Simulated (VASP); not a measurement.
# InSe (P2_13) in VASP: single point with r2SCAN

Aim: the single point of InSe with r2SCAN.

Everything below comes from runs of VASP 6.6.1. Logs are shortened: lines on timing, memory, paths and dates and some standing lists are left out, and cuts for length are marked.

## 1. The cell of the first run

The typed cell holds 8 atoms: a = 5.859 Å, b = 5.859 Å, c = 5.859 Å, α = 90.00°, β = 90.00°, γ = 90.00°.

## 2. Single point, r2SCAN

The input, POSCAR:

```
InSe
1.0
    5.8589404610      0.0000000000      0.0000000000
    0.0000000000      5.8589404610      0.0000000000
    0.0000000000      0.0000000000      5.8589404610
In Se
4 4
Direct
    0.2502157390      0.2502157390      0.2502157390
    0.2497842610      0.7497842610      0.7502157390
    0.7502157390      0.2497842610      0.7497842610
    0.7497842610      0.7502157390      0.2497842610
    0.7500493333      0.7500493333      0.7500493333
    0.7499506667      0.2499506667      0.2500493333
    0.2500493333      0.7499506667      0.2499506667
    0.2499506667      0.2500493333      0.7499506667
```

The input, INCAR.step1:

```
PREC = Accurate
ENCUT = 520
ISMEAR = 0
SIGMA = 0.1
LREAL = False
LASPH = True
NELM = 80
NBANDS = 48
GGA = PE
ALGO = Normal
EDIFF = 1E-4
LWAVE = True
LCHARG = False
```

The input, INCAR.step2:

```
PREC = Accurate
ENCUT = 520
EDIFF = 1E-6
ISMEAR = 0
SIGMA = 0.1
LREAL = False
LASPH = True
NELM = 80
ALGO = Normal
ISIF = 2
LWAVE = False
LCHARG = False
METAGGA = R2SCAN
LMIXTAU = True
NBANDS = 48
ISTART = 1
```

The input, KPOINTS:

```
regular mesh
0
Gamma
  6 6 6
```

Potentials or basis: VASP PAW PBE potentials, release 64 (In_d, Se).

On the command line:

```bash
> cat potpaw_PBE.64/In_d/POTCAR potpaw_PBE.64/Se/POTCAR > POTCAR
> cp INCAR.step1 INCAR
> mpirun -np 1 vasp_std > vasp.out
> cp INCAR.step2 INCAR
> mpirun -np 1 vasp_std > vasp.out
```

OUTCAR:

```text
PREC = Accurate
   ENCUT = 520
   EDIFF = 1E-6
   ISMEAR = 0
   LREAL = False
   LASPH = True
   NELM = 80
   ISIF = 2
   METAGGA = R2SCAN
   ISTART = 1

 ion  position               nearest neighbor table
   1  0.250  0.250  0.250-   6 2.93   7 2.93   8 2.93   8 2.93   7 2.93   6 2.93
   2  0.250  0.750  0.750-   5 2.93   7 2.93   8 2.93   8 2.93   5 2.93   7 2.93
   3  0.750  0.250  0.750-   5 2.93   6 2.93   8 2.93   6 2.93   5 2.93   8 2.93
   4  0.750  0.750  0.250-   5 2.93   6 2.93   7 2.93   5 2.93   7 2.93   6 2.93
   5  0.750  0.750  0.750-   2 2.93   3 2.93   4 2.93   4 2.93   3 2.93   2 2.93
   6  0.750  0.250  0.250-   1 2.93   3 2.93   4 2.93   4 2.93   1 2.93   3 2.93
   7  0.250  0.750  0.250-   1 2.93   2 2.93   4 2.93   2 2.93   1 2.93   4 2.93
   8  0.250  0.250  0.750-   1 2.93   2 2.93   3 2.93   1 2.93   3 2.93   2 2.93

  LATTYP: Found a simple cubic cell.
 ALAT       =     5.8589404610

  Lattice vectors:

 A1 = (   5.8589404610,   0.0000000000,   0.0000000000)
 A2 = (   0.0000000000,   5.8589404610,   0.0000000000)
 A3 = (   0.0000000000,   0.0000000000,   5.8589404610)

Analysis of symmetry for initial positions (statically):
=====================================================================
 Subroutine PRICEL returns:
 Original cell was already a primitive cell.

 Routine SETGRP: Setting up the symmetry group for a
 simple cubic supercell.

 Subroutine GETGRP returns: Found 12 space group operations
 (whereof  3 operations were pure point group operations)
 out of a pool of 48 trial point group operations.

The static configuration has the point symmetry C_3 .
 The point group associated with its full space group is T   .

Analysis of symmetry for dynamics (positions and initial velocities):
=====================================================================
 Subroutine PRICEL returns:
 Original cell was already a primitive cell.

 Routine SETGRP: Setting up the symmetry group for a
 simple cubic supercell.

 Subroutine GETGRP returns: Found 12 space group operations
 (whereof  3 operations were pure point group operations)
 out of a pool of 48 trial point group operations.

The dynamic configuration has the point symmetry C_3 .
 The point group associated with its full space group is T   .

[... 110 lines left out ...]
   LREAL  =      F    real-space projection
   EDIFFG = 0.1E-04   stopping-criterion for IOM
   NSW    =      0    number of steps for IOM
   IBRION =     -1    ionic relax: 0-MD 1-quasi-New 2-CG
   NFREE  =      0    steps in history (QN), initial steepest desc. (CG)
   ISIF   =      2    stress and relaxation
   ISYM   =      2    0-nonsym 1-usesym 2-fastsym
   POTIM  = 0.5000    time-step for ionic-motion
   TEBEG  =    0.0;   TEEND  =   0.0 temperature during run
   PSTRESS=    0.0 pullay stress
   NELECT =      76.0000    total number of electrons
   NUPDOWN=      -1.0000    fix difference up-down
   EMIN   =  10.00;   EMAX   =-10.00  energy-range for DOS
   EFERMI =   0.00;   METHOD = LEGACY
   ISMEAR =     0;   SIGMA  =   0.10  broadening in eV -4-tet -1-fermi 0-gaus
   EFERMI_NEDOS =   21; number of points for ismear=-14 and -15
   IALGO  =     38    algorithm
   IMIX   =      4    mixing-type and parameters
     AMIX     =   0.40;   BMIX     =  1.00
     AMIX_MAG =   1.60;   BMIX_MAG =  1.00
  volume/ion in A,a.u.               =      25.14       169.65
  Fermi-wavevector in a.u.,A,eV,Ry     =   1.183569  2.236621 19.059528  1.400836
  Thomas-Fermi vector in A             =   2.319801
   LORBIT       =      0    0 simple, 1 ext, 2 COOP (PROOUT), +10 PAW based schemes
   METAGGA = R2SCAN    functional components
   LHFCALC =     F    Hartree Fock is set to
   AEXX    =    0.0000 exact exchange contribution
   IVDW    =     0    specifies the selected vdW correction
   LEPSILON=     F    determine dielectric tensor
   LRPA    =     F    only Hartree local field effects (RPA)
 non-spin polarized calculation
 Gauss-broadening in eV      SIGMA  =   0.10
  energy-cutoff  :      520.00
  volume of cell :      201.12
 maximum number of plane-waves:      5449
 NGX is ok and might be reduce to    48
   NGX = 21   NGY = 21   NGZ = 21

 number of electron      75.9999972 magnetization

 Free energy of the ion-electron system (eV)
  ---------------------------------------------------
  ext. energy  EPLUGINS =         0.00000000
  ---------------------------------------------------
  free energy    TOTEN  =      -151.91874164 eV

  energy without entropy =     -151.90381761  energy(sigma->0) =     -151.91127962

 E-fermi :   6.0411     XC(G=0): -10.3834

 val. band max:        6.0399708738   @ k =   0.5000   0.1667   0.1667
 cond. band min:       6.0784125480   @ k =   0.5000   0.0000   0.0000
 fundamental gap:      0.0384416742
 Fermi energy:         6.0411338596

 k-point     1 :       0.0000    0.0000    0.0000
  band No.  band energies     occupation
      1      -9.8810      2.00000
      2      -9.8810      2.00000
      3      -9.8810      2.00000
      4      -9.3996      2.00000
      5      -9.3996      2.00000
      6      -9.3996      2.00000
[... 1213 lines left out ...]
     47       8.7967      0.00000
     48       8.7967      0.00000

------------------------ aborting loop because EDIFF is reached ----------------------------------------

  FORCE on cell =-STRESS in cart. coord.  units (eV):
  Direction    XX          YY          ZZ          XY          YZ          ZX
  --------------------------------------------------------------------------------------
  -------------------------------------------------------------------------------------
  Total        0.0555778      0.0555778      0.0555778     -0.0000000     -0.0000000      0.0000000
  in kB        0.4427463      0.4427463      0.4427463     -0.0000000     -0.0000000      0.0000000
  external PRESSURE =       0.4427463 kB  Pullay stress =       0.0000000 kB

 VOLUME and BASIS-vectors are now :
 -----------------------------------------------------------------------------
  energy-cutoff  :      520.00
  volume of cell :      201.12
      direct lattice vectors                 reciprocal lattice vectors
     5.858940461  0.000000000  0.000000000     0.170679324  0.000000000  0.000000000
     0.000000000  5.858940461  0.000000000     0.000000000  0.170679324  0.000000000
     0.000000000  0.000000000  5.858940461     0.000000000  0.000000000  0.170679324

 POSITION                                       TOTAL-FORCE (eV/Angst)
 -----------------------------------------------------------------------------------
      1.46600      1.46600      1.46600        -0.003043     -0.003043     -0.003043
      1.46347      4.39294      4.39547         0.003043      0.003043     -0.003043
      4.39547      1.46347      4.39294        -0.003043      0.003043      0.003043
      4.39294      4.39547      1.46347         0.003043     -0.003043      0.003043
      4.39449      4.39449      4.39449        -0.002674     -0.002674     -0.002674
      4.39392      1.46445      1.46502         0.002674      0.002674     -0.002674
      1.46502      4.39392      1.46445        -0.002674      0.002674      0.002674
      1.46445      1.46502      4.39392         0.002674     -0.002674      0.002674
 -----------------------------------------------------------------------------------
    total drift:                                0.000000      0.000000     -0.000000

  FREE ENERGIE OF THE ION-ELECTRON SYSTEM (eV)
  ---------------------------------------------------
  free  energy   TOTEN  =      -151.9187416411 eV

  energy  without entropy=     -151.9038176086  energy(sigma->0) =     -151.91127962
```

OSZICAR.step1:

```text
N       E                     dE             d eps       ncg     rms          rms(c)
DAV:   1     0.793935866275E+03    0.79394E+03   -0.34124E+04  2304   0.187E+03
DAV:   2     0.926641335524E+02   -0.70127E+03   -0.68078E+03  2304   0.494E+02
DAV:   3    -0.209831430983E+02   -0.11365E+03   -0.10993E+03  2848   0.198E+02
DAV:   4    -0.281118935796E+02   -0.71288E+01   -0.70725E+01  2824   0.477E+01
DAV:   5    -0.283540053605E+02   -0.24211E+00   -0.24188E+00  2704   0.895E+00    0.868E+00
DAV:   6    -0.277264364779E+02    0.62757E+00   -0.12229E+00  3032   0.127E+01    0.466E+00
DAV:   7    -0.277215638718E+02    0.48726E-02   -0.62166E-01  3312   0.442E+00    0.130E+00
DAV:   8    -0.277234790259E+02   -0.19152E-02   -0.94367E-02  3264   0.271E+00    0.525E-01
DAV:   9    -0.277231897377E+02    0.28929E-03   -0.92939E-03  3208   0.898E-01    0.214E-01
DAV:  10    -0.277235339675E+02   -0.34423E-03   -0.23609E-03  3336   0.279E-01    0.165E-01
DAV:  11    -0.277236221407E+02   -0.88173E-04   -0.76871E-04  2576   0.264E-01
   1 F= -.27723622E+02 E0= -.27716839E+02  d E =-.135661E-01
```

It took 6.6 min on 1 thread of Intel Xeon 6975P-C (Granite Rapids), shared host; peak memory 0.46 GiB.

Results:

| Item | Value |
| --- | --- |
| Free energy | -151.9187 eV |
| Pressure | 0.0 GPa |
| Largest force | 0.005 eV/Å |
| Band gap on the k mesh | zero (bands 38 and 39 overlap by 3.97 eV) |

Forces on the atoms (eV/Å):
```
In  -0.003 -0.003 -0.003
In   0.003  0.003 -0.003
In  -0.003  0.003  0.003
In   0.003 -0.003  0.003
Se  -0.003 -0.003 -0.003
Se   0.003  0.003 -0.003
Se  -0.003  0.003  0.003
Se   0.003 -0.003  0.003
```

Levels at points of the mesh, in eV from the Fermi level:
```csv
k point,band 35,band 36,band 37,band 38,band 39,band 40,band 41,band 42
"(0.00, 0.00, 0.00)",-3.80,-3.80,-2.87,-2.53,-2.53,-2.53,3.55,3.55
"(0.50, 0.00, 0.00)",-3.31,-3.31,-0.55,-0.55,0.04,0.04,3.23,3.23
"(0.50, 0.50, 0.00)",-2.38,-2.38,0.86,0.86,0.86,0.86,2.55,2.55
"(0.50, 0.50, 0.50)",-2.26,-2.26,1.05,1.05,1.05,1.05,2.62,2.62
```

Caveat: the PAW data sets were made with another functional, which shifts forces and pressure a little; spin-orbit coupling is left out, which moves the levels of the heavy elements.

The gap in the log of VASP goes by the Fermi energy; the results here count the filled bands.